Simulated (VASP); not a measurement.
Input of a VASP 6.6.1 run:

POSCAR

```
C
1.0
    0.0000000000      1.7858100000      1.7858100000
    1.7858100000      0.0000000000      1.7858100000
    1.7858100000      1.7858100000      0.0000000000
C
2
Direct
    0.7500000000      0.7500000000      0.7500000000
    0.5000000000      0.5000000000      0.5000000000
```

File INCAR.step1:

```
SYSTEM = C
ALGO = Normal
EDIFF = 1E-5
ENCUT = 660
GGA = PE
GGA_COMPAT = .FALSE.
ISMEAR = -1
LASPH = .TRUE.
LCHARG = .FALSE.
LREAL = .FALSE.
LWAVE = .TRUE.
NBANDS = 11
NELM = 120
PREC = Accurate
SIGMA = 0.1
```

The input INCAR.step2:

```
SYSTEM = C
ALGO = Normal
EDIFF = 1E-6
ENCUT = 660
GGA_COMPAT = .FALSE.
ISIF = 2
ISMEAR = -1
ISTART = 1
LASPH = .TRUE.
LCHARG = .FALSE.
LMIXTAU = .TRUE.
LREAL = .FALSE.
LWAVE = .FALSE.
METAGGA = R2SCAN
NBANDS = 11
NELM = 120
PREC = Accurate
SIGMA = 0.1
```

File KPOINTS:

```
k-points
0
G
  12 12 12
  0 0 0
```

Potentials or basis: VASP PAW PBE potentials, release 64 (C).

Run with:

```bash
$ cat potpaw_PBE.64/C/POTCAR > POTCAR
$ cp INCAR.step1 INCAR
$ mpirun -np 1 vasp_std > vasp.out
$ cp INCAR.step2 INCAR
$ mpirun -np 1 vasp_std > vasp.out
```

**Question.** Estimate the band gap on the k mesh.

**Answer.** 4.33 eV (least direct gap 5.82 eV).

**Question.** Predict the pressure.

**Answer.** -4.1 GPa.

Caveat: the cell stands under tension; the PAW data sets were made with another functional, which shifts forces and pressure a little. r2SCAN opens gaps a little over a GGA but as a rule still falls short of measured ones.
